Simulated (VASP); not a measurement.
A run of VASP 6.6.1 is set up as follows.

File INCAR:

```
ALGO = Fast
EDIFF = 1E-7
ENCUT = 520
GGA = PE
ISIF = 2
ISMEAR = 0
LASPH = True
LCHARG = True
LELF = True
LREAL = False
LVHAR = True
LWAVE = False
NBANDS = 18
NELM = 60
PREC = Accurate
SIGMA = 0.15
```

File KPOINTS:

```
k-points
0
Gamma
  16 16 16
```

Contents of POSCAR:

```
Yb
1.0
    0.0000000000      2.9303707724      1.9917730140
    2.9303707724      0.0000000000      1.9917730140
    2.9303707724      2.9303707724      0.0000000000
Yb
1
Direct
    0.0000000000      0.0000000000      0.0000000000
```

Potentials or basis: VASP PAW PBE potentials, release 64 (Yb).

Command:

```bash
$ cat potpaw_PBE.64/Yb/POTCAR > POTCAR
$ mpirun -np 1 vasp_std > vasp.out
```

Predict the pressure.

0.0 GPa.

What does it give for the band gap on the k mesh?

Zero (band 12 reaches 2.10 eV, above the bottom of band 13 at 1.42 eV).

Stress tensor (GPa, compression positive):
```
-0.16  0.00  0.00
 0.00 -0.16  0.00
 0.00  0.00  0.37
```

Caveat: spin-orbit coupling is left out, which moves the levels of the heavy elements. Spin polarisation is off, so any magnetic state and its effect on volume and gap are missing.
